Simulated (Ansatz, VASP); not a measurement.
## TlCo2: VASP beside Ansatz

```xyz
3
Lattice="3.6664 0.0000 0.0000 -1.8332 3.1752 0.0000 0.0000 0.0000 3.9587" Properties=species:S:1:pos:R:3 pbc="T T T"
Tl    0.0000    0.0000    0.0000
Co    0.0000    2.1168    1.9794
Co    1.8332    1.0584    1.9794
```

Alike in both runs: task single point; functional PBE; k mesh 6 × 6 × 4; occupations gaussian, width 0.1 eV; collinear spin.

```csv
,VASP,Ansatz
version,VASP 6.6.1,Ansatz 0.2.0
potentials or method,"VASP PAW PBE potentials, release 64 (Tl_d, Co), cutoff 520 eV","scalar-relativistic, plane waves, PAW"
valence electrons in the cell,31,47
```

VASP gave:

* gap on the k mesh at the Fermi level (eV): none
* pressure (GPa): 10.0
* traceless stress, the component that is largest in VASP (GPa): -9.57
* net moment per atom (μB): 0.67
* size of the moment on the site where the two differ most (μB): 1.05

Task: What did Ansatz give for the same quantities?

Result: gap on the k mesh at the Fermi level (eV): none; pressure (GPa): 10.7; traceless stress, the component that is largest in VASP (GPa): -9.96; net moment per atom (μB): 0.68; size of the moment on the site where the two differ most (μB): 1.06.

Site moments also hang on the region over which each program counts them. A gap of «none» marks a metal or a gap that the smearing closes. VASP's potentials hold 31 valence electrons a cell and Ansatz's 47, so a difference there can come from the potentials and not from the codes.

The k mesh is coarse, so the values compare programs but aren't converged. Neither program's run includes spin-orbit coupling.
